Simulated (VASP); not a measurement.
## HfH2: relaxation of shape and atoms at fixed volume with PBEsol

The system is HfH2.

```
CELL_PARAMETERS angstrom
-1.67811 1.67811 1.98657
1.67811 -1.67811 1.98657
1.67811 1.67811 -1.98657
ATOMIC_POSITIONS crystal
Hf 0.00000 0.00000 0.00000
H 0.75000 0.25000 0.50000
H 0.25000 0.75000 0.50000
```

```json
{"Program": "VASP 6.6.1", "Task": "relaxation of shape and atoms at fixed volume", "Functional": "PBEsol", "Potentials or basis": "VASP PAW PBE potentials, release 64 (Hf_pv, H)", "Cutoff": "600 eV", "k mesh": "16 × 16 × 16", "Occupations": "gaussian, width 0.1 eV", "Spin": "no spin polarisation", "Dipole correction": "no", "Further INCAR settings": "ALGO = Normal; EDIFF = 1e-06; IBRION = 2; EDIFFG = -0.01; NSW = 50; ISIF = 4"}
```

```yaml
Energy_gained_by_relaxing: 0.2 meV/atom
Ionic_steps: 3
Pressure_after_relaxing: 24.2 GPa
Band_gap_on_the_k_mesh: zero (bands 6 and 7 overlap by 1.31 eV)
```

Stress tensor (GPa, compression positive):
```
24.20  0.00  0.00
 0.00 24.20  0.00
 0.00  0.00 24.05
```

Step by step:
| step | energy change (eV) | largest force (eV/Å) | pressure (GPa) | volume (Å³) |
| --- | --- | --- | --- | --- |
| 1 | 0.0000 | 0.0000 | 24.41 | 22.38 |
| 2 | -0.0002 | 0.0000 | 24.33 | 22.38 |
| 3 | -0.0005 | 0.0000 | 24.15 | 22.38 |

Final structure:
```yaml
crystal:
  lattice:
    - [-1.68335, 1.68335, 1.97421]
    - [1.68335, -1.68335, 1.97421]
    - [1.68335, 1.68335, -1.97421]
  atoms:
    - { symbol: Hf, position: [0.00000, 0.00000, 0.00000] }
    - { symbol: H, position: [0.75000, 0.25000, 0.50000] }
    - { symbol: H, position: [0.25000, 0.75000, 0.50000] }
```

Levels at points of the mesh, in eV from the Fermi level:
| k point | band 4 | band 5 | band 6 | band 7 | band 8 | band 9 |
| --- | --- | --- | --- | --- | --- | --- |
| (0.00, 0.00, 0.00) | -12.13 | -0.90 | -0.49 | -0.49 | 0.86 | 1.71 |
| (0.50, 0.00, 0.00) | -9.12 | -4.94 | -1.32 | 1.29 | 4.28 | 4.92 |
| (0.50, 0.50, 0.00) | -6.94 | -5.78 | -4.75 | 4.43 | 4.60 | 6.77 |
| (0.50, 0.50, 0.50) | -8.91 | -4.38 | -3.32 | 5.72 | 5.77 | 5.77 |

It took 71 s on 1 thread of Intel(R) Xeon(R) 6975P-C (Granite Rapids), with other jobs on the host, peak memory 0.26 GiB.

Caveat: the PAW data sets were made with another functional, which shifts forces and pressure a little; spin-orbit coupling is left out, which moves the levels of the heavy elements.
